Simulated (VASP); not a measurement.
Runs of VASP 6.6.1 on GeH2. The structure is that of space group Fm-3m (No. 225), or close to it. The cells are those of the table. 

```tsv
cell	k mesh	smearing	gap on the mesh (eV)	pressure (GPa)
a = 3.389 Å, angles 60.0°, 3 atoms	6 × 6 × 6	gaussian 0.05 eV	none	-0.2
a = 3.499 Å, angles 60.0°, 3 atoms	6 × 6 × 6	gaussian 0.05 eV	none	-6.7
a = 3.435 Å, angles 60.0°, 3 atoms	6 × 6 × 6	gaussian 0.05 eV	none	-3.3
a = 3.247 Å, angles 60.0°, 3 atoms	16 × 16 × 16	fermi-dirac 0.15 eV	none	(a)
```

Alike in all rows: task single point; level LDA; potentials or basis VASP PAW LDA potentials, release 64 (Ge_d, H); no spin polarisation; cutoff (eV) 500.

Q: Fill in the values left out.

A: (a) 10.0.

Caveats: some runs use coarse meshes.

A k mesh can miss the band edges, and the runs leave out spin-orbit coupling on Ge.

A gap of «none» marks levels without a gap at the run's occupations.
